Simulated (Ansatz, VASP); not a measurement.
## Hf: VASP beside Ansatz

```
Hf
1.0
     0.00000    2.08910    2.50692
     2.08910    0.00000    2.50692
     2.08910    2.08910    0.00000
Hf
1
Direct
  0.00000 0.00000 0.00000
```

Alike in both runs: task single point; functional LDA; k mesh 20 × 20 × 20; occupations gaussian, width 0.15 eV; no spin polarisation.

```csv
,VASP,Ansatz
version,VASP 6.6.1,Ansatz 0.2.0
potentials or method,"VASP PAW LDA potentials, release 64 (Hf_pv), cutoff 520 eV","scalar-relativistic, plane waves, PAW"
valence electrons in the cell,10,26
```

|  | VASP | Ansatz | Ansatz less VASP |
| --- | --- | --- | --- |
| gap on the k mesh at the Fermi level (eV) | none | none | - |
| pressure (GPa) | -6.1 | -6.1 | 0.00 |
| traceless stress, the component that is largest in VASP (GPa) | -5.61 | -5.66 | -0.052 |

LDA's correlation is that of Perdew and Zunger in VASP and of Perdew and Wang (1992) in Ansatz. A gap of «none» marks a metal or a gap that the smearing closes. VASP's potentials hold 10 valence electrons a cell and Ansatz's 26, so a difference there can come from the potentials and not from the codes.

Neither program's run includes spin-orbit coupling.
